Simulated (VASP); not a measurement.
Input of a VASP 6.6.1 run:

Contents of INCAR:

```
SYSTEM = Ti2C5
ALGO = Normal ; EDIFF = 1E-8
ENCUT = 600 ; GGA = PE
GGA_COMPAT = .FALSE. ; IBRION = 8
ISIF = 2 ; ISMEAR = 0
KPAR = 4 ; LASPH = .TRUE.
LCHARG = .FALSE. ; LREAL = .FALSE.
LWAVE = .FALSE. ; NBANDS = 31
NELM = 120 ; NSW = 1
PREC = Accurate ; SIGMA = 0.1
```

KPOINTS

```
k-points
0
G
  12 12 4
  0 0 0
```

File POSCAR:

```
Ti2C5
1.0
    2.6977793289      0.0000000000      0.0000000000
   -1.3488896644      2.3363454327      0.0000000000
    0.0000000000      0.0000000000     10.7234486284
Ti C
2 5
Direct
    0.3333333333      0.6666666667      0.1213495432
    0.6666666667      0.3333333333      0.8786504568
    0.0000000000      0.0000000000      0.3010362726
    0.6666666667      0.3333333333      0.2974211469
    0.0000000000      0.0000000000      0.6989637274
    0.3333333333      0.6666666667      0.7025788531
    0.0000000000      0.0000000000      0.0000000000
```

Potentials or basis: VASP PAW PBE potentials, release 64 (Ti_sv, C).

Command:

```sh
$ cat potpaw_PBE.64/Ti_sv/POTCAR potpaw_PBE.64/C/POTCAR > POTCAR
$ mpirun -np 4 vasp_std > vasp.out
```

(1) Estimate the highest phonon frequency at Γ.

Results:

(1) 1020 cm⁻¹.
